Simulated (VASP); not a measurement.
Set up this calculation in VASP 6.6.1, as the native input.

| Quantity | Value |
| --- | --- |
| Task | single point |
| Functional | PBE |
| Potentials or basis | VASP PAW PBE potentials, release 64 (Hf_pv, N) |
| Cutoff | 520 eV |
| k mesh | 11 × 11 × 11 |
| Occupations | gaussian, width 0.1 eV |
| Spin | no spin polarisation |
| Dipole correction | no |
| Further INCAR settings | ALGO = Normal; EDIFF = 1e-07; NBANDS = 14 |

The structure of HfN lies in POSCAR:

```
HfN
1.0
    0.0000000000      2.2560000000      2.2560000000
    2.2560000000      0.0000000000      2.2560000000
    2.2560000000      2.2560000000      0.0000000000
Hf N
1 1
Direct
    0.0000000000      0.0000000000      0.0000000000
    0.5000000000      0.5000000000      0.5000000000
```

One way to write it, as run:

INCAR

```
SYSTEM = HfN
  PREC = Accurate
  ENCUT = 520
  EDIFF = 1E-7
  ISMEAR = 0
  SIGMA = 0.1
  LREAL = .False.
  LASPH = .True.
  NELM = 100
  ALGO = Normal
  ISIF = 2
  LWAVE = .False.
  LCHARG = .False.
  GGA = PE
  NBANDS = 14
```

KPOINTS

```
Automatic mesh
0
Gamma
  11 11 11
  0 0 0
```

Potentials or basis: VASP PAW PBE potentials, release 64 (Hf_pv, N).

Command:

```bash
$ cat potpaw_PBE.64/Hf_pv/POTCAR potpaw_PBE.64/N/POTCAR > POTCAR
$ mpirun -np 1 vasp_std > vasp.out
```

Results of the run:

| Quantity | Value |
| --- | --- |
| Pressure | 4.2 GPa |

Run time: 27 s on 1 thread of Intel Xeon 6975P-C (shared host), peak memory 0.15 GiB.
